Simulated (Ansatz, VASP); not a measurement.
**One calculation of Si2C, two programs**

INCAR

```
SYSTEM = Si2C
ALGO = Normal
EDIFF = 1E-6
EDIFFG = -0.04
ENCUT = 600
GGA = PE
IBRION = 2
ISIF = 3
ISMEAR = 0
LASPH = .True.
LCHARG = .False.
LREAL = .False.
LWAVE = .False.
NELM = 100
NSW = 90
PREC = Accurate
SIGMA = 0.1
```

Contents of KPOINTS:

```
k-points
0
Gamma
  6 6 4
  0 0 0
```

The input POSCAR:

```
Si2C
1.0
    4.7379708900      0.0000000000      0.0000000000
   -2.3689854500      4.1032031600      0.0000000000
    0.0000000000      0.0000000000      4.4448845600
Si C
4 2
Direct
    0.0000000000      0.0000000000      0.0000000000
    0.3333333300      0.0000000000      0.5000000000
    0.0000000000      0.3333333300      0.5000000000
    0.6666666700      0.6666666700      0.5000000000
    0.6666666700      0.3333333300      0.0000000000
    0.3333333300      0.6666666700      0.0000000000
```

Input for Ansatz:

```yaml
crystal:
  lattice:
    - [4.73797089, 0.0, 0.0]
    - [-2.36898545, 4.10320316, 0.0]
    - [0.0, 0.0, 4.44488456]
  atoms:
    - { symbol: Si, position: [0.0, 0.0, 0.0] }
    - { symbol: Si, position: [0.33333333, 0.0, 0.5] }
    - { symbol: Si, position: [0.0, 0.33333333, 0.5] }
    - { symbol: Si, position: [0.66666667, 0.66666667, 0.5] }
    - { symbol: C, position: [0.66666667, 0.33333333, 0.0] }
    - { symbol: C, position: [0.33333333, 0.66666667, 0.0] }
basis:
  ecutwfc: 420
kpoints:
  mp_grid: { grid: [6, 6, 4] }
hamiltonian:
  xc: pbe
scf:
  occupations: { method: gaussian, width: 0.1 }
  lower_state_search: "off"
output:
  forces: true
  stress: true
  eigenvalues: true
relax:
  adjacent_minimum: "off"
  f_tol: 0.04
  max_steps: 70
  cell: { stress_tol: 0.4 }
```

Alike in both runs: task relaxation of cell and atoms; functional PBE; k mesh 6 × 6 × 4; occupations gaussian, width 0.1 eV; no spin polarisation.

|  | VASP | Ansatz |
| --- | --- | --- |
| version | VASP 6.6.1 | Ansatz 0.2.0 |
| potentials or method | VASP PAW PBE potentials, release 64 (Si, C), cutoff 600 eV | scalar-relativistic, plane waves, PAW |
| valence electrons in the cell | 24 | 24 |

```tsv
	VASP	Ansatz	Ansatz less VASP
gap on the k mesh at the Fermi level, each at its own relaxed structure (eV)	none	none	-
relaxed volume (Å³/atom)	11.37	11.40	+0.026
relaxed cell length with the largest relative difference (Å)	4.462	4.471	+0.0088
```

A gap of «none» marks a metal or a gap that the smearing closes.

Noted on VASP's run: the volume moved by over 15 % at a fixed basis, so the end points are rough.
